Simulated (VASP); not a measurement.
A run of VASP 6.6.1 is set up as follows.

File INCAR:

```
SYSTEM = Al
PREC     = Accurate       ! precision mode
ENCUT    = 520            ! plane-wave cutoff, eV
EDIFF    = 1E-6           ! SCF threshold, eV
ISMEAR   = 0              ! smearing method
SIGMA    = 0.1            ! smearing width, eV
LREAL    = .False.        ! projectors in reciprocal space
LASPH    = .True.         ! aspherical terms in the spheres
NELM     = 100            ! most SCF steps
ALGO     = Normal         ! electronic algorithm
ISIF     = 2              ! what is computed and relaxed
LWAVE    = .False.        ! write WAVECAR
LCHARG   = .False.        ! write CHGCAR
GGA      = PE             ! functional
NBANDS   = 10             ! bands
```

Contents of KPOINTS:

```
regular mesh
0
Gamma
  6 6 6
  0 0 0
```

Contents of POSCAR:

```
Al
1.0
    4.6050684801     -0.0000000031      0.0000000000
   -2.3025342374      3.9881062915      0.0000000000
    0.0000000000      0.0000000000      2.6684286514
Al
2
Direct
    0.3333333333      0.6666666667      0.5000000000
    0.6666666667      0.3333333333      0.5000000000
```

Potentials or basis: VASP PAW PBE potentials, release 64 (Al).

Launch:

```console
$ cat potpaw_PBE.64/Al/POTCAR > POTCAR
$ mpirun -np 1 vasp_std > vasp.out
```

Problem. Estimate the pressure.

Solution. 0.1 GPa.

Problem. Predict the band gap on the k mesh.

Solution. Zero (band 3 reaches 6.31 eV, above the bottom of band 4 at 2.46 eV).

Stress tensor (GPa, compression positive):
```
0.00 0.00 0.00
0.00 0.00 0.00
0.00 0.00 0.31
```

Caveat: the k points lie up to 0.39 Å⁻¹ apart.
